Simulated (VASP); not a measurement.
# Ti (Fm-3m) in VASP: a series of runs

Ti is run at these levels: r2SCAN; tasks: single point.

All numbers are computed with VASP 6.6.1; they aren't measurements. Logs are shortened: lines on timing, memory, paths and dates and some standing lists are left out, and cuts for length are marked.

### 1 The cell of the first run

Symmetry: Fm-3m, No. 225, cubic system. Conventional cell: a = 4.191 Å, b = 4.191 Å, c = 4.191 Å, α = 90.00°, β = 90.00°, γ = 90.00°. Within 3.9 Å of Ti (site symmetry m-3m) lie 12 Ti at 2.96 Å.

### 2 Single point, r2SCAN (volume scaled by 1.06)

POSCAR

```
Ti
1.0
    0.0000000000      2.0954589391      2.0954589391
    2.0954589391      0.0000000000      2.0954589391
    2.0954589391      2.0954589391      0.0000000000
Ti
1
Direct
    0.0000000000      0.0000000000      0.0000000000
```

INCAR.step1

```
PREC = Accurate ; ENCUT = 520
ISMEAR = 0 ; SIGMA = 0.1
LREAL = F ; LASPH = T
NELM = 100 ; NBANDS = 12
GGA = PE ; ALGO = Normal
EDIFF = 1E-4 ; LWAVE = T
LCHARG = F
```

INCAR.step2

```
PREC = Accurate ; ENCUT = 520
EDIFF = 1E-6 ; ISMEAR = 0
SIGMA = 0.1 ; LREAL = F
LASPH = T ; NELM = 100
ALGO = Normal ; ISIF = 2
LWAVE = F ; LCHARG = F
METAGGA = R2SCAN ; LMIXTAU = T
NBANDS = 12 ; ISTART = 1
```

KPOINTS

```
regular mesh
0
Gamma
  18 18 18
```

Potentials or basis: VASP PAW PBE potentials, release 64 (Ti_sv).

Launch:

```sh
$ cat potpaw_PBE.64/Ti_sv/POTCAR > POTCAR
$ cp INCAR.step1 INCAR
$ mpirun -np 1 vasp_std > vasp.out
$ cp INCAR.step2 INCAR
$ mpirun -np 1 vasp_std > vasp.out
```

OUTCAR:

```text
PREC = Accurate
   ENCUT = 520
   EDIFF = 1E-6
   ISMEAR = 0
   LREAL = F
   LASPH = T
   NELM = 100
   ISIF = 2
   METAGGA = R2SCAN
   ISTART = 1

 ion  position               nearest neighbor table
   1  0.000  0.000  0.000-

  LATTYP: Found a face centered cubic cell.
 ALAT       =     4.1909178782

  Lattice vectors:

 A1 = (   0.0000000000,   2.0954589391,   2.0954589391)
 A2 = (   2.0954589391,   0.0000000000,   2.0954589391)
 A3 = (   2.0954589391,   2.0954589391,   0.0000000000)

Analysis of symmetry for initial positions (statically):
=====================================================================
 Subroutine PRICEL returns:
 Original cell was already a primitive cell.

 Routine SETGRP: Setting up the symmetry group for a
 face centered cubic supercell.

 Subroutine GETGRP returns: Found 48 space group operations
 (whereof 48 operations were pure point group operations)
 out of a pool of 48 trial point group operations.

The static configuration has the point symmetry O_h .

Analysis of symmetry for dynamics (positions and initial velocities):
=====================================================================
 Subroutine PRICEL returns:
 Original cell was already a primitive cell.

 Routine SETGRP: Setting up the symmetry group for a
 face centered cubic supercell.

 Subroutine GETGRP returns: Found 48 space group operations
 (whereof 48 operations were pure point group operations)
 out of a pool of 48 trial point group operations.

The dynamic configuration has the point symmetry O_h .

 Subroutine INISYM returns: Found 48 space group operations
 (whereof 48 operations are pure point group operations),
 and found     1 'primitive' translations

----------------------------------------------------------------------------------------

                                     Primitive cell

  volume of cell :      18.4021

  direct lattice vectors                    reciprocal lattice vectors
     0.000000000  2.095458939  2.095458939    -0.238611213  0.238611213  0.238611213
     2.095458939  0.000000000  2.095458939     0.238611213 -0.238611213  0.238611213
     2.095458939  2.095458939  0.000000000     0.238611213  0.238611213 -0.238611213

  length of vectors
     2.963426451  2.963426451  2.963426451     0.413286745  0.413286745  0.413286745

  position of ions in fractional coordinates (direct lattice)
     0.000000000  0.000000000  0.000000000

  ion indices of the primitive-cell ions
   primitive index   ion index
                 1           1

----------------------------------------------------------------------------------------

 KPOINTS: regular mesh

Automatic generation of k-mesh.
 Grid dimensions read from file:
 generate k-points for:   18   18   18

 Generating k-lattice:

  Cartesian coordinates                     Fractional coordinates (reciprocal lattice)
    -0.013256179  0.013256179  0.013256179     0.055555556  0.000000000  0.000000000
     0.013256179 -0.013256179  0.013256179     0.000000000  0.055555556  0.000000000
     0.013256179  0.013256179 -0.013256179     0.000000000  0.000000000  0.055555556

  Length of vectors
     0.022960375  0.022960375  0.022960375

  Shift w.r.t. Gamma in fractional coordinates (k-lattice)
     0.000000000  0.000000000  0.000000000

 Subroutine IBZKPT returns following result:
 ===========================================

 Found    195 irreducible k-points:

 Following reciprocal coordinates:
            Coordinates               Weight
  0.000000  0.000000  0.000000      1.000000
  0.055556  0.000000  0.000000      8.000000
  0.111111  0.000000  0.000000      8.000000
  0.166667  0.000000  0.000000      8.000000
  0.222222  0.000000  0.000000      8.000000
  0.277778  0.000000  0.000000      8.000000
[... 16 lines left out ...]
 -0.277778  0.055556  0.000000     24.000000
 -0.222222  0.055556  0.000000     24.000000
 [... further k-points ...]
   k-points           NKPTS =    195   k-points in BZ     NKDIM =    195   number of bands    NBANDS=     12
   number of dos      NEDOS =    301   number of ions     NIONS =      1
   total plane-waves  NPLWV =  13824
   dimension x,y,z NGX =    24 NGY =   24 NGZ =   24
   dimension x,y,z NGXF=    48 NGYF=   48 NGZF=   48
   ions per type =               1
   NGX,Y,Z   is equivalent  to a cutoff of  13.46, 13.46, 13.46 a.u.
   NGXF,Y,Z  is equivalent  to a cutoff of  26.93, 26.93, 26.93 a.u.
 SYSTEM =  unknown system
   PREC   = accura    normal or accurate (medium, high low for compatibility)
   ISTART =      1    job   : 0-new  1-cont  2-samecut
   ICHARG =      0    charge: 1-file 2-atom 10-const
   ISPIN  =      1    spin polarized calculation?
   LNONCOLLINEAR =      F non collinear calculations
   LSORBIT =      F    spin-orbit coupling
   LASPH  =      T    aspherical Exc in radial PAW
   ENCUT  =  520.0 eV  38.22 Ry    6.18 a.u.   5.51  5.51  5.51*2*pi/ulx,y,z
   NELM   =    100;   NELMIN=  2; NELMDL=  0     # of ELM steps
   EDIFF  = 0.1E-05   stopping-criterion for ELM
   LREAL  =      F    real-space projection
   EDIFFG = 0.1E-04   stopping-criterion for IOM
   NSW    =      0    number of steps for IOM
   IBRION =     -1    ionic relax: 0-MD 1-quasi-New 2-CG
   NFREE  =      0    steps in history (QN), initial steepest desc. (CG)
   ISIF   =      2    stress and relaxation
   ISYM   =      2    0-nonsym 1-usesym 2-fastsym
   POTIM  = 0.5000    time-step for ionic-motion
   TEBEG  =    0.0;   TEEND  =   0.0 temperature during run
   PSTRESS=    0.0 pullay stress
   NELECT =      12.0000    total number of electrons
   NUPDOWN=      -1.0000    fix difference up-down
   EMIN   =  10.00;   EMAX   =-10.00  energy-range for DOS
   EFERMI =   0.00;   METHOD = LEGACY
   ISMEAR =     0;   SIGMA  =   0.10  broadening in eV -4-tet -1-fermi 0-gaus
   EFERMI_NEDOS =   21; number of points for ismear=-14 and -15
   IALGO  =     38    algorithm
   IMIX   =      4    mixing-type and parameters
     AMIX     =   0.40;   BMIX     =  1.00
     AMIX_MAG =   1.60;   BMIX_MAG =  1.00
  volume/ion in A,a.u.               =      18.40       124.18
  Fermi-wavevector in a.u.,A,eV,Ry     =   1.419644  2.682738 27.421030  2.015389
  Thomas-Fermi vector in A             =   2.540643
   LORBIT       =      0    0 simple, 1 ext, 2 COOP (PROOUT), +10 PAW based schemes
   METAGGA = R2SCAN    functional components
   LHFCALC =     F    Hartree Fock is set to
   AEXX    =    0.0000 exact exchange contribution
   IVDW    =     0    specifies the selected vdW correction
   LEPSILON=     F    determine dielectric tensor
   LRPA    =     F    only Hartree local field effects (RPA)
 non-spin polarized calculation
 Gauss-broadening in eV      SIGMA  =   0.10
  energy-cutoff  :      520.00
  volume of cell :       18.40
 maximum number of plane-waves:       531
 NGX is ok and might be reduce to    24
   NGX = 11   NGY = 11   NGZ = 11

 number of electron      11.9999997 magnetization

 Free energy of the ion-electron system (eV)
  ---------------------------------------------------
  ext. energy  EPLUGINS =         0.00000000
  ---------------------------------------------------
  free energy    TOTEN  =       -12.86674395 eV

  energy without entropy =      -12.85909262  energy(sigma->0) =      -12.86291829

 E-fermi :   7.6176     XC(G=0): -12.1206

 val. band max:        7.6174249368   @ k =  -0.3889   0.0556   0.0000
 cond. band min:       7.6241055194   @ k =  -0.2778   0.2778   0.1111
 fundamental gap:      0.0066805826
 Fermi energy:         7.6175731112

 k-point     1 :       0.0000    0.0000    0.0000
  band No.  band energies     occupation
      1     -51.5455      2.00000
      2     -26.4075      2.00000
      3     -26.4074      2.00000
      4     -26.4074      2.00000
      5       1.2903      2.00000
      6       8.5752      0.00000
      7       8.5752      0.00000
      8       8.5752      0.00000
      9      10.2542      0.00000
     10      10.2542      0.00000
     11      23.0976      0.00000
     12      27.6895      0.00000

 k-point     2 :       0.0556    0.0000    0.0000
  band No.  band energies     occupation
      1     -51.5425      2.00000
      2     -26.4253      2.00000
      3     -26.4097      2.00000
      4     -26.4096      2.00000
      5       1.3890      2.00000
      6       8.5125      0.00000
      7       8.6102      0.00000
      8       8.6102      0.00000
      9      10.2312      0.00000
     10      10.2312      0.00000
     11      23.1627      0.00000
     12      26.8098      0.00000

 k-point     3 :       0.1111    0.0000    0.0000
  band No.  band energies     occupation
      1     -51.5337      2.00000
      2     -26.4767      2.00000
      3     -26.4162      2.00000
      4     -26.4161      2.00000
      5       1.6793      2.00000
      6       8.3399      0.00000
      7       8.7022      0.00000
      8       8.7023      0.00000
      9      10.1784      0.00000
     10      10.1784      0.00000
     11      23.2329      0.00000
     12      25.2939      0.00000

 k-point     4 :       0.1667    0.0000    0.0000
  band No.  band energies     occupation
      1     -51.5203      2.00000
      2     -26.5548      2.00000
      3     -26.4261      2.00000
      4     -26.4260      2.00000
      5       2.1425      2.00000
      6       8.0987      0.00000
      7       8.8083      0.00000
      8       8.8083      0.00000
      9      10.1458      0.00000
     10      10.1458      0.00000
     11      22.6691      0.00000
     12      24.2954      0.00000

 k-point     5 :       0.2222    0.0000    0.0000
  band No.  band energies     occupation
      1     -51.5039      2.00000
      2     -26.6498      2.00000
      3     -26.4382      2.00000
      4     -26.4381      2.00000
      5       2.7448      2.00000
      6       7.8444      0.00134
      7       8.8600      0.00000
      8       8.8600      0.00000
      9      10.2070      0.00000
     10      10.2071      0.00000
     11      21.2302      0.00000
     12      23.9906      0.00000
[... 228 lines left out ...]
      1     -51.4512      2.00000
      2     -26.9323      2.00000
      3     -26.4921      2.00000
      4     -26.4736      2.00000
      5       4.8451      2.00000
      6       7.6174      1.00167
      7       8.5342      0.00000
      8       8.6427      0.00000
      9      10.8781      0.00000
     10      11.2336      0.00000
     11      16.5191      0.00000
     12      22.6171      0.00000

 k-point    22 :      -0.3333    0.0556    0.0000
  band No.  band energies     occupation
      1     -51.4632      2.00000
      2     -26.8669      2.00000
      3     -26.4851      2.00000
      4     -26.4625      2.00000
      5       4.3764      2.00000
      6       7.5096      1.87310
      7       8.6242      0.00000
      8       8.7383      0.00000
      9      10.5793      0.00000
     10      11.0046      0.00000
     11      17.7300      0.00000
     12      22.9548      0.00000

 k-point    23 :      -0.2778    0.0556    0.0000
  band No.  band energies     occupation
      1     -51.4788      2.00000
      2     -26.7812      2.00000
      3     -26.4744      2.00000
      4     -26.4497      2.00000
      5       3.7345      2.00000
      6       7.5542      1.62995
      7       8.7360      0.00000
      8       8.8492      0.00000
      9      10.2689      0.00000
     10      10.7325      0.00000
     11      19.1848      0.00000
     12      23.3594      0.00000

 k-point    24 :      -0.2222    0.0556    0.0000
  band No.  band energies     occupation
      1     -51.4960      2.00000
      2     -26.6850      2.00000
      3     -26.4610      2.00000
      4     -26.4365      2.00000
      5       3.0444      2.00000
      6       7.7263      0.12409
      7       8.8214      0.00000
      8       8.9213      0.00000
      9      10.0335      0.00000
     10      10.4874      0.00000
     11      20.7547      0.00000
     12      23.7219      0.00000

 [... further k-points ...]
[... 5 lines left out ...]
  --------------------------------------------------------------------------------------
  -------------------------------------------------------------------------------------
  Total       -0.6373078     -0.6373078     -0.6373078      0.0000000      0.0000000      0.0000000
  in kB      -55.4871411    -55.4871411    -55.4871411      0.0000000      0.0000000      0.0000000
  external PRESSURE =     -55.4871411 kB  Pullay stress =       0.0000000 kB

 VOLUME and BASIS-vectors are now :
 -----------------------------------------------------------------------------
  energy-cutoff  :      520.00
  volume of cell :       18.40
      direct lattice vectors                 reciprocal lattice vectors
     0.000000000  2.095458939  2.095458939    -0.238611213  0.238611213  0.238611213
     2.095458939  0.000000000  2.095458939     0.238611213 -0.238611213  0.238611213
     2.095458939  2.095458939  0.000000000     0.238611213  0.238611213 -0.238611213

 POSITION                                       TOTAL-FORCE (eV/Angst)
 -----------------------------------------------------------------------------------
      0.00000      0.00000      0.00000         0.000000      0.000000     -0.000000
 -----------------------------------------------------------------------------------
    total drift:                               -0.000000      0.000000     -0.000000

  FREE ENERGIE OF THE ION-ELECTRON SYSTEM (eV)
  ---------------------------------------------------
  free  energy   TOTEN  =       -12.8667439509 eV

  energy  without entropy=      -12.8590926216  energy(sigma->0) =      -12.86291829
```

Run time: 61 s. Hardware: 1 thread of Intel Xeon 6975P-C (Granite Rapids), shared host; peak memory 0.17 GiB.

What came out:

```yaml
Free_energy: -12.8667 eV
Pressure: -5.5 GPa
Band_gap_on_the_k_mesh: zero (band 6 reaches 8.58 eV, above the bottom of band 7 at 7.23 eV)
```

Caveat: the PAW data sets were made with another functional, which shifts forces and pressure a little.

### 3 Single point, r2SCAN (volume scaled by 1.10)

POSCAR

```
Ti
1.0
    0.0000000000      2.1214921468      2.1214921468
    2.1214921468      0.0000000000      2.1214921468
    2.1214921468      2.1214921468      0.0000000000
Ti
1
Direct
    0.0000000000      0.0000000000      0.0000000000
```

INCAR.step1

```
PREC = Accurate
ENCUT = 520
ISMEAR = 0
SIGMA = 0.1
LREAL = False
LASPH = True
NELM = 60
NBANDS = 12
GGA = PE
ALGO = Normal
EDIFF = 1E-4
LWAVE = True
LCHARG = False
```

INCAR.step2

```
PREC = Accurate
ENCUT = 520
EDIFF = 1E-6
ISMEAR = 0
SIGMA = 0.1
LREAL = False
LASPH = True
NELM = 60
ALGO = Normal
ISIF = 2
LWAVE = False
LCHARG = True
METAGGA = R2SCAN
LMIXTAU = True
LELF = True
LVHAR = True
NBANDS = 12
ISTART = 1
```

KPOINTS

```
Automatic mesh
0
Gamma
  18 18 18
```

Potentials or basis: VASP PAW PBE potentials, release 64 (Ti_sv).

Launch:

```sh
$ cat potpaw_PBE.64/Ti_sv/POTCAR > POTCAR
$ cp INCAR.step1 INCAR
$ mpirun -np 1 vasp_std > vasp.out
$ cp INCAR.step2 INCAR
$ mpirun -np 1 vasp_std > vasp.out
```

Wall time 67 s (1 thread of Intel Xeon 6975P-C (Granite Rapids), shared host); peak memory 0.17 GiB.

The run converged. Its results:

| Item | Value |
| --- | --- |
| Free energy | -12.8359 eV |
| Pressure | -8.8 GPa |
| Band gap on the k mesh | zero (band 6 reaches 8.17 eV, above the bottom of band 7 at 6.87 eV) |

Levels at points of the mesh, in eV from the Fermi level:
| k point | band 4 | band 5 | band 6 | band 7 | band 8 | band 9 |
| --- | --- | --- | --- | --- | --- | --- |
| (0.00, 0.00, 0.00) | -34.13 | -6.23 | 0.93 | 0.93 | 0.93 | 2.53 |
| (0.50, 0.00, 0.00) | -34.20 | -2.49 | 0.26 | 0.89 | 0.89 | 3.41 |
| (0.50, 0.50, 0.00) | -34.31 | -2.32 | -1.52 | 2.41 | 3.48 | 3.61 |

Caveat: the PAW data sets were made with another functional, which shifts forces and pressure a little.

(Part 1 of 2 ends here.)
